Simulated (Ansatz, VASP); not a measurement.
# Two plane-wave programs on Na

```
Na
1.0
     3.39335    0.00000    0.00000
     0.00000    3.39335    0.00000
     0.00000    0.00000    3.39335
Na
1
Direct
  0.00000 0.00000 0.00000
```

Alike in both runs: task single point; functional RPBE; k mesh 10 × 10 × 10; occupations fermi-dirac, width 0.1 eV; no spin polarisation.

```csv
,VASP,Ansatz
version,VASP 6.6.1,Ansatz 0.2.0
potentials or method,"VASP PAW PBE potentials, release 64 (Na_pv), cutoff 520 eV","plane waves (420 eV) with PAW, scalar-relativistic"
valence electrons in the cell,7,9
```

|  | VASP | Ansatz | Ansatz less VASP |
| --- | --- | --- | --- |
| pressure (GPa) | 0.6 | 0.5 | -0.05 |

VASP's potentials were made for PBE, not for RPBE. With one functional, cell and mesh, what is left measures potentials, basis and numerics. VASP's potentials hold 7 valence electrons a cell and Ansatz's 9, so a difference there can come from the potentials and not from the codes.
